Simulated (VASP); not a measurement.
# Zr in VASP: further runs

The runs below take Zr through single point, with PBE.

All numbers are computed with VASP 6.6.1; they aren't measurements. Logs are shortened: lines on timing, memory, paths and dates and some standing lists are left out, and cuts for length are marked.

### Step 1. The cell of the first run

Symmetry: Im-3m, No. 229, cubic system. Conventional cell: a = 3.619 Å, b = 3.619 Å, c = 3.619 Å, α = 90.00°, β = 90.00°, γ = 90.00°. Within 4.1 Å of Zr (site symmetry m-3m) lie 14 Zr at 3.13 to 3.62 Å.

This isn't the form of Zr at room conditions, which is hcp.

### Step 2. Single point, PBE (strained)

Contents of INCAR:

```
SYSTEM = Zr
ALGO = Normal ; EDIFF = 1E-7
ENCUT = 520 ; GGA = PE
ISIF = 2 ; ISMEAR = 0
LASPH = .TRUE. ; LCHARG = .FALSE.
LREAL = .FALSE. ; LWAVE = .FALSE.
NBANDS = 12 ; NELM = 100
PREC = Accurate ; SIGMA = 0.1
```

Contents of KPOINTS:

```
k-points
0
G
  16 16 16
  0 0 0
```

Contents of POSCAR:

```
Zr
1.0
   -1.8096380000      1.8096380000      1.8096380000
    1.8096380000     -1.8096380000      1.8096380000
    1.8096380000      1.8096380000     -1.8096380000
Zr
1
Direct
    0.0000000000      0.0000000000      0.0000000000
```

Potentials or basis: VASP PAW PBE potentials, release 64 (Zr_sv).

Started as:

```sh
$ cat potpaw_PBE.64/Zr_sv/POTCAR > POTCAR
$ mpirun -np 1 vasp_std > vasp.out
```

OUTCAR:

```text
SYSTEM = Zr
   EDIFF = 1E-7
   ENCUT = 520
   GGA = PE
   ISIF = 2
   ISMEAR = 0
   LASPH = .TRUE.
   LREAL = .FALSE.
   NELM = 100
   PREC = Accurate

 ion  position               nearest neighbor table
   1  0.000  0.000  0.000-

  LATTYP: Found a body centered cubic cell.
 ALAT       =     3.6192760000

  Lattice vectors:

 A1 = (  -1.8096380000,   1.8096380000,   1.8096380000)
 A2 = (   1.8096380000,  -1.8096380000,   1.8096380000)
 A3 = (   1.8096380000,   1.8096380000,  -1.8096380000)

Analysis of symmetry for initial positions (statically):
=====================================================================
 Subroutine PRICEL returns:
 Original cell was already a primitive cell.

 Routine SETGRP: Setting up the symmetry group for a
 body centered cubic supercell.

 Subroutine GETGRP returns: Found 48 space group operations
 (whereof 48 operations were pure point group operations)
 out of a pool of 48 trial point group operations.

The static configuration has the point symmetry O_h .

Analysis of symmetry for dynamics (positions and initial velocities):
=====================================================================
 Subroutine PRICEL returns:
 Original cell was already a primitive cell.

 Routine SETGRP: Setting up the symmetry group for a
 body centered cubic supercell.

 Subroutine GETGRP returns: Found 48 space group operations
 (whereof 48 operations were pure point group operations)
 out of a pool of 48 trial point group operations.

The dynamic configuration has the point symmetry O_h .

 Subroutine INISYM returns: Found 48 space group operations
 (whereof 48 operations are pure point group operations),
 and found     1 'primitive' translations

----------------------------------------------------------------------------------------

                                     Primitive cell

  volume of cell :      23.7047

  direct lattice vectors                    reciprocal lattice vectors
    -1.809638000  1.809638000  1.809638000     0.000000000  0.276298354  0.276298354
     1.809638000 -1.809638000  1.809638000     0.276298354  0.000000000  0.276298354
     1.809638000  1.809638000 -1.809638000     0.276298354  0.276298354  0.000000000

  length of vectors
     3.134384959  3.134384959  3.134384959     0.390744879  0.390744879  0.390744879

  position of ions in fractional coordinates (direct lattice)
     0.000000000  0.000000000  0.000000000

  ion indices of the primitive-cell ions
   primitive index   ion index
                 1           1

----------------------------------------------------------------------------------------

 KPOINTS: k-points

Automatic generation of k-mesh.
 Grid dimensions read from file:
 generate k-points for:   16   16   16

 Generating k-lattice:

  Cartesian coordinates                     Fractional coordinates (reciprocal lattice)
     0.000000000  0.017268647  0.017268647     0.062500000  0.000000000  0.000000000
     0.017268647  0.000000000  0.017268647     0.000000000  0.062500000  0.000000000
     0.017268647  0.017268647  0.000000000     0.000000000  0.000000000  0.062500000

  Length of vectors
     0.024421555  0.024421555  0.024421555

  Shift w.r.t. Gamma in fractional coordinates (k-lattice)
     0.000000000  0.000000000  0.000000000

 Subroutine IBZKPT returns following result:
 ===========================================

 Found    145 irreducible k-points:

 Following reciprocal coordinates:
            Coordinates               Weight
  0.000000  0.000000  0.000000      1.000000
  0.062500  0.000000  0.000000     12.000000
  0.125000  0.000000  0.000000     12.000000
  0.187500  0.000000  0.000000     12.000000
  0.250000  0.000000  0.000000     12.000000
  0.312500  0.000000  0.000000     12.000000
[... 16 lines left out ...]
  0.187500  0.187500  0.000000     24.000000
  0.250000  0.187500  0.000000     48.000000
 [... further k-points ...]
   k-points           NKPTS =    145   k-points in BZ     NKDIM =    145   number of bands    NBANDS=     12
   number of dos      NEDOS =    301   number of ions     NIONS =      1
   total plane-waves  NPLWV =  13824
   dimension x,y,z NGX =    24 NGY =   24 NGZ =   24
   dimension x,y,z NGXF=    48 NGYF=   48 NGZF=   48
   ions per type =               1
   NGX,Y,Z   is equivalent  to a cutoff of  12.73, 12.73, 12.73 a.u.
   NGXF,Y,Z  is equivalent  to a cutoff of  25.46, 25.46, 25.46 a.u.
 SYSTEM =  Zr
   PREC   = accura    normal or accurate (medium, high low for compatibility)
   ISTART =      0    job   : 0-new  1-cont  2-samecut
   ICHARG =      2    charge: 1-file 2-atom 10-const
   ISPIN  =      1    spin polarized calculation?
   LNONCOLLINEAR =      F non collinear calculations
   LSORBIT =      F    spin-orbit coupling
   LASPH  =      T    aspherical Exc in radial PAW
   ENCUT  =  520.0 eV  38.22 Ry    6.18 a.u.   5.83  5.83  5.83*2*pi/ulx,y,z
   NELM   =    100;   NELMIN=  2; NELMDL= -5     # of ELM steps
   EDIFF  = 0.1E-06   stopping-criterion for ELM
   LREAL  =      F    real-space projection
   EDIFFG = 0.1E-05   stopping-criterion for IOM
   NSW    =      0    number of steps for IOM
   IBRION =     -1    ionic relax: 0-MD 1-quasi-New 2-CG
   NFREE  =      0    steps in history (QN), initial steepest desc. (CG)
   ISIF   =      2    stress and relaxation
   ISYM   =      2    0-nonsym 1-usesym 2-fastsym
   POTIM  = 0.5000    time-step for ionic-motion
   TEBEG  =    0.0;   TEEND  =   0.0 temperature during run
   PSTRESS=    0.0 pullay stress
   NELECT =      12.0000    total number of electrons
   NUPDOWN=      -1.0000    fix difference up-down
   EMIN   =  10.00;   EMAX   =-10.00  energy-range for DOS
   EFERMI =   0.00;   METHOD = LEGACY
   ISMEAR =     0;   SIGMA  =   0.10  broadening in eV -4-tet -1-fermi 0-gaus
   EFERMI_NEDOS =   21; number of points for ismear=-14 and -15
   IALGO  =     38    algorithm
   IMIX   =      4    mixing-type and parameters
     AMIX     =   0.40;   BMIX     =  1.00
     AMIX_MAG =   1.60;   BMIX_MAG =  1.00
  volume/ion in A,a.u.               =      23.70       159.97
  Fermi-wavevector in a.u.,A,eV,Ry     =   1.304739  2.465599 23.161783  1.702343
  Thomas-Fermi vector in A             =   2.435654
   LORBIT       =      0    0 simple, 1 ext, 2 COOP (PROOUT), +10 PAW based schemes
   GGA     = PE    functional components
   LHFCALC =     F    Hartree Fock is set to
   AEXX    =    0.0000 exact exchange contribution
   IVDW    =     0    specifies the selected vdW correction
   LEPSILON=     F    determine dielectric tensor
   LRPA    =     F    only Hartree local field effects (RPA)
 non-spin polarized calculation
 Gauss-broadening in eV      SIGMA  =   0.10
  energy-cutoff  :      520.00
  volume of cell :       23.70
 maximum number of plane-waves:       682
   NGX = 11   NGY = 11   NGZ = 11

 number of electron      12.0000000 magnetization

 Free energy of the ion-electron system (eV)
  ---------------------------------------------------
  ext. energy  EPLUGINS =         0.00000000
  ---------------------------------------------------
  free energy    TOTEN  =        -8.43225040 eV

  energy without entropy =       -8.42193679  energy(sigma->0) =       -8.42709360

 E-fermi :   8.5155     XC(G=0): -10.9954

 val. band max:        8.5136900299   @ k =  -0.4375  -0.4375   0.1250
 cond. band min:       8.5209384116   @ k =   0.1875   0.0625   0.0625
 fundamental gap:      0.0072483817
 Fermi energy:         8.5155080410

 k-point     1 :       0.0000    0.0000    0.0000
  band No.  band energies     occupation
      1     -40.0189      2.00000
      2     -17.5567      2.00000
      3     -17.5567      2.00000
      4     -17.5567      2.00000
      5       3.1765      2.00000
      6       9.6272      0.00000
      7       9.6272      0.00000
      8       9.6272      0.00000
      9      12.0486      0.00000
     10      12.0486      0.00000
     11      20.8425      0.00000
     12      20.8425      0.00000

 k-point     2 :       0.0625    0.0000    0.0000
  band No.  band energies     occupation
      1     -40.0136      2.00000
      2     -17.5937      2.00000
      3     -17.5680      2.00000
      4     -17.5569      2.00000
      5       3.3070      2.00000
      6       9.5402      0.00000
      7       9.5992      0.00000
      8       9.7528      0.00000
      9      11.9133      0.00000
     10      12.0477      0.00000
     11      20.9558      0.00000
     12      21.0781      0.00000

 k-point     3 :       0.1250    0.0000    0.0000
  band No.  band energies     occupation
      1     -39.9986      2.00000
      2     -17.6980      2.00000
      3     -17.6002      2.00000
      4     -17.5576      2.00000
      5       3.6820      2.00000
      6       9.3056      0.00000
      7       9.4778      0.00000
      8      10.1244      0.00000
      9      11.6556      0.00000
     10      12.0544      0.00000
     11      21.2121      0.00000
     12      21.7556      0.00000
[... 286 lines left out ...]
 k-point    23 :       0.1875    0.1875    0.0000
  band No.  band energies     occupation
      1     -39.9162      2.00000
      2     -18.1790      2.00000
      3     -17.7743      2.00000
      4     -17.6226      2.00000
      5       5.8251      2.00000
      6       8.2472      1.99985
      7       8.5509      0.61654
      8      11.3702      0.00000
      9      12.6029      0.00000
     10      12.9727      0.00000
     11      20.3549      0.00000
     12      21.7206      0.00000

 k-point    24 :       0.2500    0.1875    0.0000
  band No.  band energies     occupation
      1     -39.8951      2.00000
      2     -18.2700      2.00000
      3     -17.8501      2.00000
      4     -17.6346      2.00000
      5       6.3188      2.00000
      6       8.0341      2.00000
      7       8.5360      0.77250
      8      11.5557      0.00000
      9      12.6811      0.00000
     10      14.0206      0.00000
     11      19.3960      0.00000
     12      20.9856      0.00000

 [... further k-points ...]

------------------------ aborting loop because EDIFF is reached ----------------------------------------

  FORCE on cell =-STRESS in cart. coord.  units (eV):
  Direction    XX          YY          ZZ          XY          YZ          ZX
  --------------------------------------------------------------------------------------
  -------------------------------------------------------------------------------------
  Total       -0.4541946     -0.4541946     -0.4541946      0.0000000      0.0000000      0.0000000
  in kB      -30.6985168    -30.6985168    -30.6985168      0.0000000      0.0000000      0.0000000
  external PRESSURE =     -30.6985168 kB  Pullay stress =       0.0000000 kB

 VOLUME and BASIS-vectors are now :
 -----------------------------------------------------------------------------
  energy-cutoff  :      520.00
  volume of cell :       23.70
      direct lattice vectors                 reciprocal lattice vectors
    -1.809638000  1.809638000  1.809638000     0.000000000  0.276298354  0.276298354
     1.809638000 -1.809638000  1.809638000     0.276298354  0.000000000  0.276298354
     1.809638000  1.809638000 -1.809638000     0.276298354  0.276298354  0.000000000

 POSITION                                       TOTAL-FORCE (eV/Angst)
 -----------------------------------------------------------------------------------
      0.00000      0.00000      0.00000        -0.000000      0.000000      0.000000
 -----------------------------------------------------------------------------------
    total drift:                                0.000000      0.000000      0.000000

  FREE ENERGIE OF THE ION-ELECTRON SYSTEM (eV)
  ---------------------------------------------------
  free  energy   TOTEN  =        -8.4322503993 eV

  energy  without entropy=       -8.4219367930  energy(sigma->0) =       -8.42709360
```

Wall time 33 s (1 thread of Intel Xeon 8259CL, shared host); peak memory 0.16 GiB.

Results:

* Free energy: -8.4323 eV
* Pressure: -3.1 GPa
* Band gap on the k mesh: zero (bands 6 and 7 overlap by 1.82 eV)

Caveat: the cell differs from its parent crystal (strained); the cell stands under tension.

### Step 3. Single point, PBE (the cell strained at random)

Contents of INCAR:

```
SYSTEM = Zr
PREC = Accurate
ENCUT = 520
EDIFF = 1E-6
ISMEAR = 0
SIGMA = 0.1
LREAL = .False.
LASPH = .True.
NELM = 60
ALGO = Fast
ISIF = 2
LWAVE = .False.
LCHARG = .True.
GGA = PE
LELF = .True.
LVHAR = .True.
NBANDS = 12
```

Contents of KPOINTS:

```
Automatic mesh
0
Gamma
  14 14 14
  0 0 0
```

Contents of POSCAR:

```
Zr
1.0
   -1.8437203000      1.8529875000      1.8553948000
    1.8500915000     -1.8478109000      1.8565894000
    1.8618203000      1.8659109000     -1.8502182000
Zr
1
Direct
    0.0000000000      0.0000000000      0.0000000000
```

Potentials or basis: VASP PAW PBE potentials, release 64 (Zr_sv).

Started as:

```sh
$ cat potpaw_PBE.64/Zr_sv/POTCAR > POTCAR
$ mpirun -np 1 vasp_std > vasp.out
```

OUTCAR:

```text
SYSTEM = Zr
   PREC = Accurate
   ENCUT = 520
   EDIFF = 1E-6
   ISMEAR = 0
   LREAL = .False.
   LASPH = .True.
   NELM = 60
   ISIF = 2
   GGA = PE

 ion  position               nearest neighbor table
   1  0.000  0.000  0.000-

  LATTYP: Found a triclinic cell.
 ALAT       =     8.2802641079
 B/A-ratio  =     0.6314752064
 C/A-ratio  =     0.3889309716
 COS(alpha) =     0.0018027488
 COS(beta)  =     0.2622651274
 COS(gamma) =     0.9478122031

  Lattice vectors:

 A1 = (   3.6757118000,  -7.4196968000,  -0.0039820000)
 A2 = (   3.6938118000,  -3.7007984000,   0.0011946000)
 A3 = (  -1.8618203000,  -1.8659109000,   1.8502182000)

Analysis of symmetry for initial positions (statically):
=====================================================================
 Subroutine PRICEL returns:
 Original cell was already a primitive cell.

 Routine SETGRP: Setting up the symmetry group for a
 triclinic supercell.

 Subroutine GETGRP returns: Found  2 space group operations
 (whereof  2 operations were pure point group operations)
 out of a pool of  2 trial point group operations.
[... 170 lines left out ...]
  band No.  band energies     occupation
      1     -41.0128      2.00000
      2     -18.6472      2.00000
      3     -18.6380      2.00000
      4     -18.6321      2.00000
      5       2.5061      2.00000
      6       8.7052      0.00000
      7       8.7457      0.00000
      8       8.8307      0.00000
      9      10.9728      0.00000
     10      10.9935      0.00000
     11      19.6938      0.00000
     12      19.7600      0.00000
[... 331 lines left out ...]
 k-point    24 :       0.0714    0.1429    0.0000
  band No.  band energies     occupation
      1     -40.9821      2.00000
      2     -18.8652      2.00000
      3     -18.6992      2.00000
      4     -18.6523      2.00000
      5       3.5147      2.00000
      6       8.1918      0.00000
      7       8.3151      0.00000
      8       9.8333      0.00000
      9      10.4318      0.00000
     10      11.1264      0.00000
     11      20.3391      0.00000
     12      20.9768      0.00000

 [... further k-points ...]

------------------------ aborting loop because EDIFF is reached ----------------------------------------

  FORCE on cell =-STRESS in cart. coord.  units (eV):
  Direction    XX          YY          ZZ          XY          YZ          ZX
  --------------------------------------------------------------------------------------
  -------------------------------------------------------------------------------------
  Total       -1.3548520     -1.3552398     -1.3548229     -0.0467073     -0.0138362     -0.0168384
  in kB      -84.7279621    -84.7522178    -84.7261438     -2.9209231     -0.8652722     -1.0530191
  external PRESSURE =     -84.7354412 kB  Pullay stress =       0.0000000 kB

 VOLUME and BASIS-vectors are now :
 -----------------------------------------------------------------------------
  energy-cutoff  :      520.00
  volume of cell :       25.62
      direct lattice vectors                 reciprocal lattice vectors
    -1.843720300  1.852987500  1.855394800    -0.001771171  0.268530976  0.269026255
     1.850091500 -1.847810900  1.856589400     0.268949550 -0.001683341  0.268938425
     1.861820300  1.865910900 -1.850218200     0.268099547  0.267593143 -0.000833338

 POSITION                                       TOTAL-FORCE (eV/Angst)
 -----------------------------------------------------------------------------------
      0.00000      0.00000      0.00000         0.000000      0.000000      0.000000
 -----------------------------------------------------------------------------------
    total drift:                                0.000000      0.000000      0.000000

  FREE ENERGIE OF THE ION-ELECTRON SYSTEM (eV)
  ---------------------------------------------------
  free  energy   TOTEN  =        -8.3616038204 eV

  energy  without entropy=       -8.3518045694  energy(sigma->0) =       -8.35670419
```

OSZICAR:

```text
N       E                     dE             d eps       ncg     rms          rms(c)
DAV:   1     0.860213975434E+02    0.86021E+02   -0.68038E+03 33080   0.984E+02
DAV:   2    -0.567127940272E+01   -0.91693E+02   -0.89232E+02 38528   0.265E+02
DAV:   3    -0.869382908015E+01   -0.30225E+01   -0.29731E+01 50092   0.407E+01
DAV:   4    -0.876140066667E+01   -0.67572E-01   -0.67515E-01 38072   0.581E+00
DAV:   5    -0.876279719728E+01   -0.13965E-02   -0.13965E-02 47968   0.624E-01    0.844E+00
RMM:   6    -0.841786554731E+01    0.34493E+00   -0.36089E-01 34841   0.479E+00    0.322E+00
RMM:   7    -0.835457370206E+01    0.63292E-01   -0.28153E-01 38386   0.363E+00    0.780E-01
RMM:   8    -0.836047896729E+01   -0.59053E-02   -0.42667E-02 42726   0.169E+00    0.463E-01
RMM:   9    -0.836155231970E+01   -0.10734E-02   -0.18166E-02 44111   0.914E-01    0.210E-01
RMM:  10    -0.836148076150E+01    0.71558E-04   -0.40983E-03 40922   0.693E-01    0.157E-01
RMM:  11    -0.836153600213E+01   -0.55241E-04   -0.16610E-03 49073   0.302E-01    0.728E-02
RMM:  12    -0.836158002361E+01   -0.44021E-04   -0.31047E-04 53886   0.972E-02    0.745E-02
RMM:  13    -0.836159325894E+01   -0.13235E-04   -0.98969E-05 53778   0.605E-02    0.595E-02
RMM:  14    -0.836160014685E+01   -0.68879E-05   -0.50231E-05 44026   0.741E-02    0.824E-03
RMM:  15    -0.836160285573E+01   -0.27089E-05   -0.17554E-05 45287   0.404E-02    0.584E-03
RMM:  16    -0.836160382037E+01   -0.96464E-06   -0.61265E-06 32542   0.146E-02
   1 F= -.83616038E+01 E0= -.83567042E+01  d E =-.979925E-02
```

stdout:

```text
POSCAR found type information on POSCAR Zr
 POSCAR found :  1 types and       1 ions
 scaLAPACK will be used
 LDA part: xc-table for (Slater+PW92), standard interpolation
 POSCAR, INCAR and KPOINTS ok, starting setup
 FFT: planning ... GRIDC
 FFT: planning ... GRID_SOFT
 FFT: planning ... GRID
 WAVECAR not read
 entering main loop
WARNING in EDDRMM: call to ZHEGV failed, returncode =   6  3      5
WARNING in EDDRMM: call to ZHEGV failed, returncode =   6  3      5
WARNING in EDDRMM: call to ZHEGV failed, returncode =   6  3      7
WARNING in EDDRMM: call to ZHEGV failed, returncode =   8  4      5
WARNING in EDDRMM: call to ZHEGV failed, returncode =   6  3      5
WARNING in EDDRMM: call to ZHEGV failed, returncode =   6  3      5
WARNING in EDDRMM: call to ZHEGV failed, returncode =   8  4      5
WARNING in EDDRMM: call to ZHEGV failed, returncode =   6  3      5
WARNING in EDDRMM: call to ZHEGV failed, returncode =   8  4      7
WARNING in EDDRMM: call to ZHEGV failed, returncode =   8  4      6
WARNING in EDDRMM: call to ZHEGV failed, returncode =   6  3      6
WARNING in EDDRMM: call to ZHEGV failed, returncode =   6  3      7
WARNING in EDDRMM: call to ZHEGV failed, returncode =   8  4      5
WARNING in EDDRMM: call to ZHEGV failed, returncode =   8  4      5
WARNING in EDDRMM: call to ZHEGV failed, returncode =   8  4      5
WARNING in EDDRMM: call to ZHEGV failed, returncode =   6  3      8
WARNING in EDDRMM: call to ZHEGV failed, returncode =   6  3      9
WARNING in EDDRMM: call to ZHEGV failed, returncode =   8  4     11
WARNING in EDDRMM: call to ZHEGV failed, returncode =   8  4     12
WARNING in EDDRMM: call to ZHEGV failed, returncode =   6  3     10
```

Wall time 6.3 min (1 thread of Intel Xeon 8259CL, shared host); peak memory 0.48 GiB.

Results:

```
Free energy            : -8.3616 eV
Pressure               : -8.5 GPa
Band gap on the k mesh : zero (bands 6 and 7 overlap by 1.57 eV)
```

Caveat: the cell differs from its parent crystal (the cell strained at random); the cell stands under tension.
